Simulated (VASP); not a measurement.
Mg3Be: single point with PBE

The system is Mg3Be.

```
CELL_PARAMETERS angstrom
4.22136 0.00000 0.00000
0.00000 4.22136 0.00000
0.00000 0.00000 4.22136
ATOMIC_POSITIONS crystal
Mg 0.00000 0.50000 0.50000
Mg 0.50000 0.00000 0.50000
Mg 0.50000 0.50000 0.00000
Be 0.00000 0.00000 0.00000
```

```yaml
Program: VASP 6.6.1
Task: single point
Functional: PBE
Potentials_or_basis: VASP PAW PBE potentials, release 64 (Mg, Be)
Cutoff: 520 eV
k_mesh: 4 × 4 × 4
Occupations: gaussian, width 0.1 eV
Spin: no spin polarisation
Dipole_correction: no
Further_INCAR_settings: ALGO = Fast; EDIFF = 1e-07; NBANDS = 12
```

The pressure is 0.0 GPa. The band gap on the k mesh is zero (bands 4 and 5 overlap by 2.93 eV).

Levels at points of the mesh, in eV from the Fermi level:
```
           k point  band 1  band 2  band 3  band 4  band 5  band 6  band 7  band 8
(0.00, 0.00, 0.00)   -7.64   -0.51   -0.51   -0.51    0.18    1.61    1.61    6.12
(0.50, 0.00, 0.00)   -5.64   -5.61    0.89    0.89    1.52    1.94    1.94    2.82
(0.50, 0.50, 0.00)   -3.81   -3.63   -3.63   -3.59    1.99    3.53    4.08    4.08
(0.50, 0.50, 0.50)   -2.11   -2.11   -2.11   -2.10   -2.04   -0.92   -0.92   -0.92
```

Run time: 22 s on 1 thread of Intel Xeon 8259CL, with other jobs on the host, peak memory 0.17 GiB.

Caveat: the k points lie up to 0.37 Å⁻¹ apart, too coarse for converged energies and pressures of a metal.
